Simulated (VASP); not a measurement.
Rb: single point with PBE

Crystal: Rb.

```xyz
1
Lattice="-2.5000 2.5000 3.5350 2.5000 -2.5000 3.5350 2.5000 2.5000 -3.5350" Properties=species:S:1:pos:R:3 pbc="T T T"
Rb    0.0000    0.0000    0.0000
```

This cell differs from its parent crystal: ratio of the length along z to the lengths across it x 1.414, volume and fractional coordinates fixed.

| Item | Value |
| --- | --- |
| Program | VASP 6.6.1 |
| Task | single point |
| Functional | PBE |
| Potentials or basis | VASP PAW PBE potentials, release 64 (Rb_sv) |
| Cutoff | 520 eV |
| k mesh | 14 × 14 × 14 |
| Occupations | gaussian, width 0.15 eV |
| Spin | no spin polarisation |
| Dipole correction | no |
| Further INCAR settings | ALGO = Fast; EDIFF = 1e-06; NBANDS = 10 |

```
Pressure : 0.1 GPa
```

Levels at points of the mesh, in eV from the Fermi level:
| k point | band 2 | band 3 | band 4 | band 5 | band 6 | band 7 | band 8 | band 9 |
| --- | --- | --- | --- | --- | --- | --- | --- | --- |
| (0.00, 0.00, 0.00) | -12.92 | -12.92 | -12.92 | -2.01 | 3.62 | 3.62 | 3.62 | 4.98 |
| (0.50, 0.00, 0.00) | -13.03 | -12.94 | -12.94 | 0.13 | 0.67 | 3.40 | 3.40 | 5.68 |
| (0.50, 0.50, 0.00) | -13.02 | -12.96 | -12.96 | 0.61 | 1.44 | 1.81 | 4.58 | 4.58 |
| (0.50, 0.50, 0.50) | -13.02 | -12.96 | -12.96 | 0.61 | 1.44 | 1.81 | 4.58 | 4.58 |

Wall time 90 s on 1 thread of Intel(R) Xeon(R) 6975P-C (Granite Rapids), with other jobs on the host, peak memory 0.37 GiB.
